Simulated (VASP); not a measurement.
Wanted: the native input for a VASP 6.6.1 run.

```yaml
Task: single point
Functional: PBEsol
Potentials_or_basis: VASP PAW PBE potentials, release 64 (Cd_sv_GW)
Cutoff: 630 eV
k_mesh: 20 × 20 × 9
Occupations: fermi-dirac, width 0.1 eV
Spin: no spin polarisation
Dipole_correction: no
Further_INCAR_settings: ALGO = Normal; EDIFF = 1e-06; NBANDS = 27
```

The structure of Cd lies in POSCAR:

```
Cd
1.0
    2.8052488838      0.0000000000      0.0000000000
   -1.4026244419      2.4294167973      0.0000000000
    0.0000000000      0.0000000000      5.4879041361
Cd
2
Direct
    0.3333333333      0.6666666667      0.2500000000
    0.6666666667      0.3333333333      0.7500000000
```

These files were run (other wordings do the same):

INCAR

```
PREC = Accurate
ENCUT = 630
EDIFF = 1E-6
ISMEAR = -1
SIGMA = 0.1
LREAL = False
LASPH = True
NELM = 120
ALGO = Normal
ISIF = 2
LWAVE = False
LCHARG = False
GGA = PS
NBANDS = 27
GGA_COMPAT = False
```

KPOINTS

```
Automatic mesh
0
Gamma
  20 20 9
```

Potentials or basis: VASP PAW PBE potentials, release 64 (Cd_sv_GW).

Command:

```console
$ cat potpaw_PBE.64/Cd_sv_GW/POTCAR > POTCAR
$ mpirun -np 1 vasp_std > vasp.out
```

Results of the run:

The pressure is 11.2 GPa and the band gap on the k mesh is zero (bands 20 and 21 overlap by 4.83 eV).

Caveat: the stress differs along the axes, from 7 to 13 GPa; the PAW data sets were made with another functional, which shifts forces and pressure a little.

Wall time 3.2 min on 1 thread of AMD EPYC 7R13 Processor (Zen 3), with other jobs on the host, peak memory 0.37 GiB.
